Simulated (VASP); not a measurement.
# NbP (I4_1md) in VASP: further runs, part 2 of 2

VASP 6.6.1. The steps go on from the part before.

## (3) Single point, PBEsol

This run uses another cell than the first one, of 15.78 Å³/atom, 1.021 times its volume.

INCAR reads:

```
SYSTEM = NbP
  PREC = Accurate
  ENCUT = 520
  EDIFF = 1E-7
  ISMEAR = -1
  SIGMA = 0.05
  LREAL = .FALSE.
  LASPH = .TRUE.
  NELM = 80
  ALGO = Normal
  ISIF = 2
  LWAVE = .FALSE.
  LCHARG = .FALSE.
  GGA = PS
  NBANDS = 26
```

KPOINTS reads:

```
regular mesh
0
G
  11 11 11
  0 0 0
```

POSCAR reads:

```
NbP
1.0
   -1.6636818200      1.6636818200      5.7015827992
    1.6636818200     -1.6636818200      5.7015827992
    1.6636818200      1.6636818200     -5.7015827992
Nb P
2 2
Direct
    0.2498808000      0.7498808000      0.5000000000
    0.4998808000      0.4998808000      0.0000000000
    0.8327477700      0.3327477700      0.5000000000
    0.0827477700      0.0827477700      0.0000000000
```

Potentials or basis: VASP PAW PBE potentials, release 64 (Nb_sv, P).

On the command line:

```sh
$ cat potpaw_PBE.64/Nb_sv/POTCAR potpaw_PBE.64/P/POTCAR > POTCAR
$ mpirun -np 1 vasp_std > vasp.out
```

OUTCAR:

```text
SYSTEM = NbP
   PREC = Accurate
   ENCUT = 520
   EDIFF = 1E-7
   ISMEAR = -1
   LREAL = .FALSE.
   LASPH = .TRUE.
   NELM = 80
   ISIF = 2
   GGA = PS

 ion  position               nearest neighbor table
   1  0.250  0.750  0.500-   4 2.53   4 2.53   3 2.54   3 2.54   3 2.54   3 2.54
   2  0.500  0.500  0.000-   3 2.53   3 2.53   4 2.54   4 2.54   4 2.54   4 2.54
   3  0.833  0.333  0.500-   2 2.53   2 2.53   1 2.54   1 2.54   1 2.54   1 2.54
   4  0.083  0.083  0.000-   1 2.53   1 2.53   2 2.54   2 2.54   2 2.54   2 2.54

  LATTYP: Found a body centered tetragonal cell.
 ALAT       =     3.3273636400
 C/A-ratio  =     3.4270872775

  Lattice vectors:

 A1 = (  -1.6636818200,   1.6636818200,   5.7015827992)
 A2 = (   1.6636818200,  -1.6636818200,   5.7015827992)
 A3 = (   1.6636818200,   1.6636818200,  -5.7015827992)

Analysis of symmetry for initial positions (statically):
=====================================================================
 Subroutine PRICEL returns:
 Original cell was already a primitive cell.

 Routine SETGRP: Setting up the symmetry group for a
 body centered tetragonal supercell.

 Subroutine GETGRP returns: Found  8 space group operations
[... 173 lines left out ...]
 val. band max:       10.7207829846   @ k =  -0.3636   0.4545   0.3636
 cond. band min:      10.7573400168   @ k =  -0.0909  -0.4545   0.0909
 fundamental gap:      0.0365570322
 Fermi energy:        10.7240085231

 k-point     1 :       0.0000    0.0000    0.0000
  band No.  band energies     occupation
      1     -44.0556      2.00000
      2     -44.0145      2.00000
      3     -20.3784      2.00000
      4     -20.1526      2.00000
      5     -20.1526      2.00000
      6     -20.0028      2.00000
[... 685 lines left out ...]
     25      15.0324      0.00000
     26      16.2716      0.00000

 [... further k-points ...]

------------------------ aborting loop because EDIFF is reached ----------------------------------------

  FORCE on cell =-STRESS in cart. coord.  units (eV):
  Direction    XX          YY          ZZ          XY          YZ          ZX
  --------------------------------------------------------------------------------------
  -------------------------------------------------------------------------------------
  Total       -1.0188651     -1.0188651     -1.3431140      0.0000000      0.0000000      0.0000000
  in kB      -25.8601656    -25.8601656    -34.0900375      0.0000000      0.0000000      0.0000000
  external PRESSURE =     -28.6034562 kB  Pullay stress =       0.0000000 kB

 VOLUME and BASIS-vectors are now :
 -----------------------------------------------------------------------------
  energy-cutoff  :      520.00
  volume of cell :       63.12
      direct lattice vectors                 reciprocal lattice vectors
    -1.663681820  1.663681820  5.701582799     0.000000000  0.300538236  0.087694947
     1.663681820 -1.663681820  5.701582799     0.300538236  0.000000000  0.087694947
     1.663681820  1.663681820 -5.701582799     0.300538236  0.300538236  0.000000000

 POSITION                                       TOTAL-FORCE (eV/Angst)
 -----------------------------------------------------------------------------------
      1.66368      0.00000      2.84943        -0.000000      0.000000      0.024061
      0.00000      0.00000      5.70022         0.000000     -0.000000      0.024061
     -0.00000      1.66368      3.79438         0.000000     -0.000000     -0.024061
      0.00000      0.00000      0.94359        -0.000000      0.000000     -0.024061
 -----------------------------------------------------------------------------------
    total drift:                                0.000000      0.000000      0.000098

  FREE ENERGIE OF THE ION-ELECTRON SYSTEM (eV)
  ---------------------------------------------------
  free  energy   TOTEN  =       -37.8285914673 eV

  energy  without entropy=      -37.8231117019  energy(sigma->0) =      -37.82585158
```

OSZICAR:

```text
N       E                     dE             d eps       ncg     rms          rms(c)
DAV:   1     0.343355027172E+03    0.34336E+03   -0.19032E+04  6560   0.138E+03
DAV:   2    -0.111462035271E+02   -0.35450E+03   -0.34461E+03  7810   0.503E+02
DAV:   3    -0.385952569380E+02   -0.27449E+02   -0.27029E+02 12216   0.105E+02
DAV:   4    -0.401263412239E+02   -0.15311E+01   -0.15237E+01  9680   0.204E+01
DAV:   5    -0.401989809712E+02   -0.72640E-01   -0.72569E-01 11554   0.478E+00    0.132E+01
DAV:   6    -0.378433392011E+02    0.23556E+01   -0.79749E+00 10088   0.198E+01    0.472E+00
DAV:   7    -0.378384338359E+02    0.49054E-02   -0.64026E-01 10054   0.430E+00    0.294E+00
DAV:   8    -0.378282572482E+02    0.10177E-01   -0.80668E-02  9792   0.184E+00    0.457E-01
DAV:   9    -0.378284126128E+02   -0.15536E-03   -0.71047E-03 10616   0.512E-01    0.316E-01
DAV:  10    -0.378286157314E+02   -0.20312E-03   -0.18965E-03  8012   0.404E-01    0.539E-02
DAV:  11    -0.378285954324E+02    0.20299E-04   -0.11603E-04 10062   0.920E-02    0.220E-02
DAV:  12    -0.378285920468E+02    0.33856E-05   -0.78551E-06  9896   0.296E-02    0.756E-03
DAV:  13    -0.378285916947E+02    0.35212E-06   -0.59161E-07  8900   0.838E-03    0.218E-03
DAV:  14    -0.378285914264E+02    0.26826E-06   -0.13999E-07  5542   0.409E-03    0.650E-04
DAV:  15    -0.378285914673E+02   -0.40848E-07   -0.24604E-08  4370   0.210E-03
   1 F= -.37828591E+02 E0= -.37825852E+02  d E =-.547977E-02
```

It took 9.4 min on 1 thread of Intel Xeon Platinum 8259CL at 2.50GHz (Skylake/Cascade Lake), shared host; peak memory 0.43 GiB.

Results:

```
Free energy            : -37.8286 eV
Pressure               : -2.9 GPa
Largest force          : 0.024 eV/Å
Band gap on the k mesh : zero (filled and empty bands touch)
```

Forces in eV/Å, atoms in the order of the input:
```
Nb   0.000  0.000  0.024
Nb   0.000  0.000  0.024
P    0.000  0.000 -0.024
P    0.000  0.000 -0.024
```

Stress tensor (GPa, compression positive):
```
-2.59  0.00  0.00
 0.00 -2.59  0.00
 0.00  0.00 -3.41
```

Levels at points of the mesh, in eV from the Fermi level:
| k point | band 14 | band 15 | band 16 | band 17 | band 18 | band 19 | band 20 | band 21 | band 22 | band 23 |
| --- | --- | --- | --- | --- | --- | --- | --- | --- | --- | --- |
| (0.00, 0.00, 0.00) | -2.24 | -2.21 | -1.77 | -1.35 | -1.35 | 0.86 | 1.65 | 2.71 | 3.24 | 3.24 |

Caveat: the PAW data sets were made with another functional, which shifts forces and pressure a little.
